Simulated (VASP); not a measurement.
Set up this calculation in VASP 6.6.1, as the native input.

- Task: single point
- Functional: PBEsol
- Potentials or basis: VASP PAW PBE potentials, release 64 (Si, Mg)
- Cutoff: 520 eV
- k mesh: 9 × 9 × 7
- Occupations: fermi-dirac, width 0.05 eV
- Spin: no spin polarisation
- Dipole correction: no
- Further INCAR settings: ALGO = Normal; EDIFF = 1e-07; NBANDS = 10

The structure of MgSi lies in POSCAR:

```
MgSi
1.0
    2.9083940000      0.0000000000      0.0000000000
    0.0000000000      2.9083940000      0.0000000000
    0.0000000000      0.0000000000      4.1034270000
Si Mg
1 1
Direct
    0.5000000000      0.5000000000      0.5000000000
    0.0000000000      0.0000000000      0.0000000000
```

The input as run:

INCAR

```
SYSTEM = MgSi
PREC = Accurate
ENCUT = 520
EDIFF = 1E-7
ISMEAR = -1
SIGMA = 0.05
LREAL = .FALSE.
LASPH = .TRUE.
NELM = 60
ALGO = Normal
ISIF = 2
LWAVE = .FALSE.
LCHARG = .FALSE.
GGA = PS
NBANDS = 10
```

KPOINTS

```
regular mesh
0
G
  9 9 7
  0 0 0
```

Potentials or basis: VASP PAW PBE potentials, release 64 (Si, Mg).

Launch:

```bash
$ cat potpaw_PBE.64/Si/POTCAR potpaw_PBE.64/Mg/POTCAR > POTCAR
$ mpirun -np 1 vasp_std > vasp.out
```

It gave:

* Pressure: -1.5 GPa
* Band gap on the k mesh: zero (band 3 reaches 10.91 eV, above the bottom of band 4 at 5.00 eV)

Caveat: the PAW data sets were made with another functional, which shifts forces and pressure a little.

Wall time 5.7 s on 1 thread of Intel(R) Xeon(R) 6975P-C (Granite Rapids), on a shared host, peak memory 0.15 GiB.
